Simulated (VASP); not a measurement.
CuI:

```
CELL_PARAMETERS angstrom
4.57127 0.00000 0.00000
-2.28563 3.95883 0.00000
0.00000 0.00000 5.71378
ATOMIC_POSITIONS crystal
Cu 0.33333 0.66667 0.25000
Cu 0.66667 0.33333 0.75000
I 0.66667 0.33333 0.25000
I 0.33333 0.66667 0.75000
```

| Property | Result |
| --- | --- |
| Program | VASP 6.6.1 |
| Task | relaxation of cell and atoms |
| Functional | PBE |
| Potentials or basis | VASP PAW PBE potentials, release 64 (Cu, I) |
| Cutoff | 600 eV |
| k mesh | 6 × 6 × 4 |
| Occupations | fermi-dirac, width 0.02 eV |
| Spin | no spin polarisation |

At the start: pressure 3.4 GPa; volume 25.85 Å³/atom.

**Question.** How do energy, volume and symmetry change on relaxing?

**Answer.** Over 12 steps the energy falls by 104.1 meV/atom and the volume is 32.90 Å³/atom (+27.3 %); space group P6_3/mmc (No. 194, to 0.1 Å) before and after.

The path:
```
step  energy change (eV)  largest force (eV/Å)  pressure (GPa)  volume (Å³)
   1              0.0000                0.0000            3.37       103.40
   2             -0.1513                0.0000           -0.17       111.69
   3             -0.1581                0.0000           -1.94       118.42
   4             -0.1644                0.0000           -1.40       116.02
   5             -0.2675                0.0000           -0.82       115.42
   6             -0.3568                0.0000            1.48       113.73
   7             -0.3960                0.0000            0.85       119.73
   8             -0.4091                0.0000            0.60       124.44
   9             -0.4126                0.0000            0.44       133.77
  10             -0.4138                0.0000            0.47       130.84
  11             -0.4085                0.0000           -0.73       132.94
  12             -0.4165                0.0000            0.01       131.61
```

Final structure:
```
Cu I
1.0
     4.39601    0.00000    0.00000
    -2.19801    3.80706    0.00000
     0.00000    0.00000    7.86393
Cu I
2 2
Direct
  0.33333 0.66667 0.25000
  0.66667 0.33333 0.75000
  0.66667 0.33333 0.25000
  0.33333 0.66667 0.75000
```

Caveat: the volume moved by over 15 % at a fixed basis, so the end points are rough.
